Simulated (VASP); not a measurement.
Ti, 10 atoms in the cell. The cell holds a slab with vacuum, 10 atoms: a = 4.515 Å, b = 4.515 Å, c = 23.396 Å, α = 90.00°, β = 90.00°, γ = 120.00°. 

```yaml
Program: VASP 6.6.1
Task: single point
Functional: PBEsol
Potentials_or_basis: VASP PAW PBE potentials, release 64 (Ti_sv)
Cutoff: 450 eV
k_mesh: 9 × 9 × 1
Occupations: gaussian, width 0.1 eV
Spin: no spin polarisation
Dipole_correction: yes
Second_try: not_converged
Further_INCAR_settings: ALGO = Normal; EDIFF = 1e-06; NBANDS = 71; AMIX = 0.1; BMIX = 0.0001; NELMDL = -8
```

Potentials or basis: VASP PAW PBE potentials, release 64 (Ti_sv).

Launch:

```console
$ cat potpaw_PBE.64/Ti_sv/POTCAR > POTCAR
$ mpirun -np 4 vasp_std > vasp.out
```

Hardware: 4 MPI ranks on Intel(R) Xeon(R) Platinum 8259CL CPU @ 2.50GHz (Skylake/Cascade Lake), on a shared host.

Question: How long does it take, and how much memory?

Answer: Run time: 6.5 min on 4 MPI ranks on Intel(R) Xeon(R) Platinum 8259CL CPU @ 2.50GHz (Skylake/Cascade Lake), on a shared host, peak memory 0.52 GiB a rank. Counts: scf iterations 30, k points 12.
